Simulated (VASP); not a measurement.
# Sb (Fm-3m) in VASP: notebook

Sb is run at these levels: PBE; tasks: single point, relaxation of cell and atoms.

Program: VASP 6.6.1. These are calculated values, not measurements. Logs are shortened: lines on timing, memory, paths and dates and some standing lists are left out, and cuts for length are marked.

## Step 1: The cell of the first run

The structure is cubic, space group Fm-3m (No. 225). The conventional cell has a = 4.585 Å, b = 4.585 Å, c = 4.585 Å, α = 90.00°, β = 90.00°, γ = 90.00°. Within 4.3 Å of Sb (site symmetry m-3m) lie 12 Sb at 3.24 Å.

This isn't the form of Sb at room conditions, which is rhombohedral.

## Step 2: Single point, PBE

INCAR reads:

```
PREC = Accurate
ENCUT = 500
EDIFF = 1E-6
ISMEAR = 1
SIGMA = 0.1
LREAL = False
LASPH = True
NELM = 120
ALGO = Normal
ISIF = 2
LWAVE = False
LCHARG = False
GGA = PE
NBANDS = 8
GGA_COMPAT = False
```

KPOINTS reads:

```
Automatic mesh
0
Gamma
  10 10 10
```

POSCAR reads:

```
Sb
1.0
    0.0000000000      2.2925132119      2.2925132119
    2.2925132119      0.0000000000      2.2925132119
    2.2925132119      2.2925132119      0.0000000000
Sb
1
Direct
    0.0000000000      0.0000000000      0.0000000000
```

Potentials or basis: VASP PAW PBE potentials, release 64 (Sb).

Started as:

```sh
> cat potpaw_PBE.64/Sb/POTCAR > POTCAR
> mpirun -np 1 vasp_std > vasp.out
```

OUTCAR:

```text
PREC = Accurate
   ENCUT = 500
   EDIFF = 1E-6
   ISMEAR = 1
   LREAL = False
   LASPH = True
   NELM = 120
   ISIF = 2
   GGA = PE

 ion  position               nearest neighbor table
   1  0.000  0.000  0.000-

  LATTYP: Found a face centered cubic cell.
 ALAT       =     4.5850264238

  Lattice vectors:

 A1 = (   0.0000000000,   2.2925132119,   2.2925132119)
 A2 = (   2.2925132119,   0.0000000000,   2.2925132119)
 A3 = (   2.2925132119,   2.2925132119,   0.0000000000)

Analysis of symmetry for initial positions (statically):
=====================================================================
 Subroutine PRICEL returns:
 Original cell was already a primitive cell.

 Routine SETGRP: Setting up the symmetry group for a
 face centered cubic supercell.

 Subroutine GETGRP returns: Found 48 space group operations
 (whereof 48 operations were pure point group operations)
 out of a pool of 48 trial point group operations.

The static configuration has the point symmetry O_h .

Analysis of symmetry for dynamics (positions and initial velocities):
=====================================================================
 Subroutine PRICEL returns:
 Original cell was already a primitive cell.

 Routine SETGRP: Setting up the symmetry group for a
 face centered cubic supercell.

 Subroutine GETGRP returns: Found 48 space group operations
 (whereof 48 operations were pure point group operations)
 out of a pool of 48 trial point group operations.

The dynamic configuration has the point symmetry O_h .

 Subroutine INISYM returns: Found 48 space group operations
 (whereof 48 operations are pure point group operations),
 and found     1 'primitive' translations

----------------------------------------------------------------------------------------

                                     Primitive cell

  volume of cell :      24.0971

  direct lattice vectors                    reciprocal lattice vectors
     0.000000000  2.292513212  2.292513212    -0.218101251  0.218101251  0.218101251
     2.292513212  0.000000000  2.292513212     0.218101251 -0.218101251  0.218101251
     2.292513212  2.292513212  0.000000000     0.218101251  0.218101251 -0.218101251

  length of vectors
     3.242103276  3.242103276  3.242103276     0.377762448  0.377762448  0.377762448

  position of ions in fractional coordinates (direct lattice)
     0.000000000  0.000000000  0.000000000

  ion indices of the primitive-cell ions
   primitive index   ion index
                 1           1

----------------------------------------------------------------------------------------

 KPOINTS: Automatic mesh

Automatic generation of k-mesh.
 Grid dimensions read from file:
 generate k-points for:   10   10   10

 Generating k-lattice:

  Cartesian coordinates                     Fractional coordinates (reciprocal lattice)
    -0.021810125  0.021810125  0.021810125     0.100000000  0.000000000  0.000000000
     0.021810125 -0.021810125  0.021810125     0.000000000  0.100000000  0.000000000
     0.021810125  0.021810125 -0.021810125     0.000000000  0.000000000  0.100000000

  Length of vectors
     0.037776245  0.037776245  0.037776245

  Shift w.r.t. Gamma in fractional coordinates (k-lattice)
     0.000000000  0.000000000  0.000000000

 Subroutine IBZKPT returns following result:
 ===========================================

 Found     47 irreducible k-points:

 Following reciprocal coordinates:
            Coordinates               Weight
  0.000000  0.000000  0.000000      1.000000
  0.100000  0.000000  0.000000      8.000000
  0.200000  0.000000  0.000000      8.000000
  0.300000  0.000000  0.000000      8.000000
  0.400000  0.000000  0.000000      8.000000
  0.500000  0.000000  0.000000      4.000000
[... 16 lines left out ...]
  0.300000  0.300000  0.000000      6.000000
  0.400000  0.300000  0.000000     24.000000
 [... further k-points ...]
   k-points           NKPTS =     47   k-points in BZ     NKDIM =     47   number of bands    NBANDS=      8
   number of dos      NEDOS =    301   number of ions     NIONS =      1
   total plane-waves  NPLWV =  13824
   dimension x,y,z NGX =    24 NGY =   24 NGZ =   24
   dimension x,y,z NGXF=    48 NGYF=   48 NGZF=   48
   ions per type =               1
   NGX,Y,Z   is equivalent  to a cutoff of  12.31, 12.31, 12.31 a.u.
   NGXF,Y,Z  is equivalent  to a cutoff of  24.61, 24.61, 24.61 a.u.
 SYSTEM =  unknown system
   PREC   = accura    normal or accurate (medium, high low for compatibility)
   ISTART =      0    job   : 0-new  1-cont  2-samecut
   ICHARG =      2    charge: 1-file 2-atom 10-const
   ISPIN  =      1    spin polarized calculation?
   LNONCOLLINEAR =      F non collinear calculations
   LSORBIT =      F    spin-orbit coupling
   LASPH  =      T    aspherical Exc in radial PAW
   ENCUT  =  500.0 eV  36.75 Ry    6.06 a.u.   5.91  5.91  5.91*2*pi/ulx,y,z
   NELM   =    120;   NELMIN=  2; NELMDL= -5     # of ELM steps
[... 111 lines left out ...]
  band No.  band energies     occupation
      1       0.6002      2.00000
      2       3.4827      2.00000
      3      14.2385      0.00000
      4      14.2385      0.00000
      5      18.9775      0.00000
      6      19.4317      0.00000
      7      19.4317      0.00000
      8      19.6682      0.00000

 k-point     7 :       0.1000    0.1000    0.0000
  band No.  band energies     occupation
      1      -3.5119      2.00000
      2      15.0415      0.00000
      3      15.0415      0.00000
      4      15.1639      0.00000
      5      18.2373      0.00000
      6      21.5763      0.00000
      7      21.8004      0.00000
      8      21.8004      0.00000

 k-point     8 :       0.2000    0.1000    0.0000
  band No.  band energies     occupation
      1      -3.0008      2.00000
      2      12.1114      0.00000
      3      14.2109      0.00000
      4      15.0080      0.00000
      5      18.2579      0.00000
      6      20.1052      0.00000
      7      21.8795      0.00000
      8      22.7722      0.00000

 k-point     9 :       0.3000    0.1000    0.0000
  band No.  band energies     occupation
      1      -2.0618      2.00000
      2       8.8802      2.00000
      3      13.6462      0.00000
      4      14.2607      0.00000
      5      18.0511      0.00000
      6      20.2901      0.00000
      7      22.0778      0.00000
      8      22.0954      0.00000

 k-point    10 :       0.4000    0.1000    0.0000
  band No.  band energies     occupation
      1      -0.7433      2.00000
      2       5.9859      2.00000
      3      13.4316      0.00000
      4      13.4463      0.00000
      5      17.5869      0.00000
      6      20.5655      0.00000
      7      21.0636      0.00000
      8      22.4120      0.00000
[... 78 lines left out ...]
 k-point    18 :       0.4000    0.2000    0.0000
  band No.  band energies     occupation
      1      -0.6431      2.00000
      2       7.3262      2.00000
      3      11.4033     -0.00000
      4      12.2526      0.00000
      5      16.1602      0.00000
      6      19.7310      0.00000
      7      23.2107      0.00000
      8      23.9607      0.00000

 k-point    19 :       0.5000    0.2000    0.0000
  band No.  band energies     occupation
      1       0.7738      2.00000
      2       4.9733      2.00000
      3      10.3726     -0.00000
      4      12.4067      0.00000
      5      16.1685      0.00000
      6      21.9588      0.00000
      7      22.3377      0.00000
      8      23.5848      0.00000

 k-point    20 :      -0.4000    0.2000    0.0000
  band No.  band energies     occupation
      1       1.1321      2.00000
      2       4.4997      2.00000
      3       9.6879      2.00022
      4      12.9873      0.00000
      5      16.6034      0.00000
      6      21.7618      0.00000
      7      22.2399      0.00000
      8      25.3277      0.00000

 k-point    21 :      -0.3000    0.2000    0.0000
  band No.  band energies     occupation
      1      -0.1920      2.00000
      2       6.5319      2.00000
      3       9.4366      2.00000
      4      13.9336      0.00000
      5      17.4457      0.00000
      6      21.5083      0.00000
      7      21.8516      0.00000
      8      23.6554      0.00000

 k-point    22 :      -0.2000    0.2000    0.0000
  band No.  band energies     occupation
      1      -1.4914      2.00000
      2       8.9830      2.00000
      3       9.9830      1.03640
      4      15.0570      0.00000
      5      18.6807      0.00000
      6      21.1329      0.00000
      7      21.4288      0.00000
      8      21.8934      0.00000

 k-point    23 :       0.3000    0.3000    0.0000
  band No.  band energies     occupation
      1      -1.1857      2.00000
      2       9.8867      2.04688
      3      11.7170     -0.00000
      4      11.7170     -0.00000
      5      15.5042      0.00000
      6      15.8282      0.00000
      7      26.4162      0.00000
      8      26.4171      0.00000

 k-point    24 :       0.4000    0.3000    0.0000
  band No.  band energies     occupation
      1      -0.1270      2.00000
      2       8.0360      2.00000
      3      10.2492     -0.00121
      4      11.3122     -0.00000
      5      15.2366      0.00000
      6      16.6355      0.00000
      7      25.5549      0.00000
      8      26.4773      0.00000

 [... further k-points ...]
[... 5 lines left out ...]
  --------------------------------------------------------------------------------------
  -------------------------------------------------------------------------------------
  Total        1.4852364      1.4852364      1.4852364     -0.0000000     -0.0000000      0.0000000
  in kB       98.7508045     98.7508045     98.7508045     -0.0000000     -0.0000000      0.0000000
  external PRESSURE =      98.7508045 kB  Pullay stress =       0.0000000 kB

 VOLUME and BASIS-vectors are now :
 -----------------------------------------------------------------------------
  energy-cutoff  :      500.00
  volume of cell :       24.10
      direct lattice vectors                 reciprocal lattice vectors
     0.000000000  2.292513212  2.292513212    -0.218101251  0.218101251  0.218101251
     2.292513212  0.000000000  2.292513212     0.218101251 -0.218101251  0.218101251
     2.292513212  2.292513212  0.000000000     0.218101251  0.218101251 -0.218101251

 POSITION                                       TOTAL-FORCE (eV/Angst)
 -----------------------------------------------------------------------------------
      0.00000      0.00000      0.00000         0.000000      0.000000      0.000000
 -----------------------------------------------------------------------------------
    total drift:                               -0.000000     -0.000000     -0.000000

  FREE ENERGIE OF THE ION-ELECTRON SYSTEM (eV)
  ---------------------------------------------------
  free  energy   TOTEN  =        -3.7302122591 eV

  energy  without entropy=       -3.7296637536  energy(sigma->0) =       -3.73002942
```

Run time: 4.7 s. Hardware: 1 thread of AMD EPYC 7R13 (Zen 3), shared host; peak memory 0.11 GiB.

What came out:

```
Free energy            : -3.7302 eV
Pressure               : 9.9 GPa
Band gap on the k mesh : zero (an odd number of electrons rules out a gap without spin polarisation)
```

Caveat: the cell stands under pressure; spin-orbit coupling is left out, which moves the levels of the heavy elements.

## Step 3: Single point, PBE

This run uses another cell than the first one, of 27.52 Å³/atom.

INCAR reads:

```
PREC     = Accurate       # precision mode
ENCUT    = 500            # plane-wave cutoff, eV
EDIFF    = 1E-6           # SCF threshold, eV
ISMEAR   = 1              # smearing method
SIGMA    = 0.1            # smearing width, eV
LREAL    = False          # projectors in reciprocal space
LASPH    = True           # aspherical terms in the spheres
NELM     = 120            # most SCF steps
ALGO     = Normal         # electronic algorithm
ISIF     = 2              # what is computed and relaxed
LWAVE    = False          # write WAVECAR
LCHARG   = False          # write CHGCAR
GGA      = PE             # functional
NBANDS   = 8              # bands
GGA_COMPAT= False
```

KPOINTS is that of step 2.

POSCAR reads:

```
Sb
1.0
    0.0000000000      2.3962063102      2.3962063102
    2.3962063102      0.0000000000      2.3962063102
    2.3962063102      2.3962063102      0.0000000000
Sb
1
Direct
    0.0000000000      0.0000000000      0.0000000000
```

Potentials or basis: VASP PAW PBE potentials, release 64 (Sb).

Started as:

```sh
> cat potpaw_PBE.64/Sb/POTCAR > POTCAR
> mpirun -np 1 vasp_std > vasp.out
```

Wall time 6.9 s (1 thread of AMD EPYC 7R13 (Zen 3), shared host); peak memory 0.12 GiB.

Results (log left out):

```yaml
Free_energy: -3.8205 eV
Pressure: -0.1 GPa
Band_gap_on_the_k_mesh: zero (an odd number of electrons rules out a gap without spin polarisation)
```

Levels at points of the mesh, in eV from the Fermi level:
| k point | band 1 | band 2 | band 3 | band 4 | band 5 |
| --- | --- | --- | --- | --- | --- |
| (0.00, 0.00, 0.00) | -12.73 | 5.19 | 5.19 | 5.19 | 9.91 |
| (0.50, 0.00, 0.00) | -9.10 | -5.65 | 3.55 | 3.55 | 8.06 |
| (0.50, 0.50, 0.00) | -7.54 | -4.78 | 0.40 | 0.40 | 4.15 |

Caveat: spin-orbit coupling is left out, which moves the levels of the heavy elements.

## Step 4: Relaxation of cell and atoms, PBE

This run uses another cell than the first one, of 24.49 Å³/atom.

INCAR reads:

```
SYSTEM = Sb
PREC = Accurate ; ENCUT = 500
EDIFF = 1E-7 ; ISMEAR = 1
SIGMA = 0.1 ; LREAL = .FALSE.
LASPH = .TRUE. ; NELM = 120
ALGO = Normal ; ISIF = 3
LWAVE = .FALSE. ; LCHARG = .FALSE.
GGA = PE ; IBRION = 2
NSW = 80 ; EDIFFG = -0.01
GGA_COMPAT = .FALSE. ; NELMIN = 4
```

KPOINTS reads:

```
regular mesh
0
G
  10 10 10
  0 0 0
```

POSCAR reads:

```
Sb
1.0
    0.0000000000      2.3050000000      2.3050000000
    2.3050000000      0.0000000000      2.3050000000
    2.3050000000      2.3050000000      0.0000000000
Sb
1
Direct
    0.0000000000      0.0000000000      0.0000000000
```

Started as:

```sh
> cat potpaw_PBE.64/Sb/POTCAR > POTCAR
> mpirun -np 1 vasp_std > vasp.out
```

Wall time 12 s (1 thread of AMD EPYC 7R13 (Zen 3), shared host); peak memory 0.11 GiB.

The run converged. Its results:

```yaml
Free_energy: -3.8204 eV
Relaxed_volume: 27.47 Å³/atom
Relaxed_cell: a = 3.387 Å, b = 3.387 Å, c = 3.387 Å, α = 60.00°, β = 60.00°, γ = 60.00°
Space_group_after_relaxing_to_0.1_Å: Fm-3m (No. 225)
Energy_gained_by_relaxing: 67.8 meV/atom
Ionic_steps: 4
Pressure_after_relaxing: 0.0 GPa
Band_gap_on_the_k_mesh: zero (an odd number of electrons rules out a gap without spin polarisation)
```

Step by step:
| step | energy change (eV) | largest force (eV/Å) | pressure (GPa) | volume (Å³) |
| --- | --- | --- | --- | --- |
| 1 | 0.0000 | 0.0000 | 8.24 | 24.49 |
| 2 | -0.0480 | 0.0000 | -3.38 | 29.23 |
| 3 | -0.0678 | 0.0000 | 0.14 | 27.40 |
| 4 | -0.0678 | 0.0000 | -0.01 | 27.47 |

Final structure:
```
CELL_PARAMETERS angstrom
0.00000 2.39486 2.39486
2.39486 0.00000 2.39486
2.39486 2.39486 0.00000
ATOMIC_POSITIONS crystal
Sb 0.00000 0.00000 0.00000
```

Levels at points of the mesh, in eV from the Fermi level:
| k point | band 1 | band 2 | band 3 | band 4 | band 5 |
| --- | --- | --- | --- | --- | --- |
| (0.00, 0.00, 0.00) | -12.74 | 5.20 | 5.20 | 5.20 | 9.92 |
| (0.50, 0.00, 0.00) | -9.10 | -5.66 | 3.56 | 3.56 | 8.07 |
| (0.50, 0.50, 0.00) | -7.54 | -4.79 | 0.40 | 0.40 | 4.16 |

Caveat: spin-orbit coupling is left out, which moves the levels of the heavy elements.

## Step 5: Relaxation of cell and atoms, PBE, target pressure 10 GPa, at which the enthalpy is minimised

This run uses another cell than the first one, of 24.49 Å³/atom.

INCAR reads:

```
SYSTEM = Sb
PREC     = Accurate       ! precision mode
ENCUT    = 500            ! plane-wave cutoff, eV
EDIFF    = 1E-7           ! SCF threshold, eV
ISMEAR   = 1              ! smearing method
SIGMA    = 0.1            ! smearing width, eV
LREAL    = .False.        ! projectors in reciprocal space
LASPH    = .True.         ! aspherical terms in the spheres
NELM     = 120            ! most SCF steps
ALGO     = Normal         ! electronic algorithm
ISIF     = 3              ! what is computed and relaxed
LWAVE    = .False.        ! write WAVECAR
LCHARG   = .False.        ! write CHGCAR
GGA      = PE             ! functional
IBRION   = 2              ! ionic algorithm
NSW      = 80             ! ionic steps
EDIFFG   = -0.01          ! ionic threshold
PSTRESS  = 100.0        
GGA_COMPAT= .False.      
NELMIN   = 4
```

KPOINTS reads:

```
Automatic mesh
0
Gamma
  10 10 10
  0 0 0
```

POSCAR is that of step 4.

Started as:

```sh
> cat potpaw_PBE.64/Sb/POTCAR > POTCAR
> mpirun -np 1 vasp_std > vasp.out
```

Run time: 9 s. Hardware: 1 thread of AMD EPYC 7R13 (Zen 3), shared host; peak memory 0.11 GiB.

The run converged. Its results:

```yaml
Free_energy: -3.7284 eV
Relaxed_volume: 24.07 Å³/atom
Relaxed_cell: a = 3.241 Å, b = 3.241 Å, c = 3.241 Å, α = 60.00°, β = 60.00°, γ = 60.00°
Space_group_after_relaxing_to_0.1_Å: Fm-3m (No. 225)
Energy_change_on_relaxing_the_run_minimises_the_enthalpy: +24.2 meV/atom
Ionic_steps: 3
Pressure_after_relaxing: 10.0 GPa
Band_gap_on_the_k_mesh: zero (an odd number of electrons rules out a gap without spin polarisation)
```

Step by step:
| step | energy change (eV) | largest force (eV/Å) | pressure (GPa) | volume (Å³) |
| --- | --- | --- | --- | --- |
| 1 | 0.0000 | 0.0000 | 8.24 | 24.49 |
| 2 | 0.0600 | 0.0000 | 12.21 | 23.55 |
| 3 | 0.0242 | 0.0000 | 10.00 | 24.07 |

Final structure:
```
Sb
1.0
     0.00000    2.29157    2.29157
     2.29157    0.00000    2.29157
     2.29157    2.29157    0.00000
Sb
1
Cartesian
  0.0000 0.0000 0.0000
```

Levels at points of the mesh, in eV from the Fermi level:
```
           k point  band 1  band 2  band 3  band 4  band 5
(0.00, 0.00, 0.00)  -13.80    6.25    6.25    6.25   10.27
(0.50, 0.00, 0.00)   -9.39   -6.51    4.26    4.26    9.00
(0.50, 0.50, 0.00)   -7.42   -5.50    0.46    0.46    4.33
```

Caveat: the cell is relaxed towards a set pressure, so the run minimises the enthalpy, not the energy; spin-orbit coupling is left out, which moves the levels of the heavy elements.

## Step 6: Summary

```tsv
task	cell	gap on the mesh (eV)	pressure (GPa)
single point	a = 3.242 Å, angles 60.0°, 1 atom	none	9.9
single point	a = 3.389 Å, angles 60.0°, 1 atom	none	-0.1
relaxation of cell and atoms	relaxed from a = 3.260 Å, angles 60.0°, 1 atom	none	0.0
relaxation of cell and atoms	relaxed to 10 GPa from a = 3.260 Å, angles 60.0°, 1 atom	none	10.0
```

Alike in all rows: level PBE; potentials or basis VASP PAW PBE potentials, release 64 (Sb); no spin polarisation; k mesh 10 × 10 × 10; cutoff (eV) 500; smearing methfessel-paxton 0.1 eV.

Caveats: spin-orbit coupling is left out, which moves the levels of the heavy elements; the cell stands under pressure (at least some runs); the cell is relaxed towards a set pressure, so the run minimises the enthalpy, not the energy (at least some runs).

Absolute energies hang on the potentials; compare differences alone.
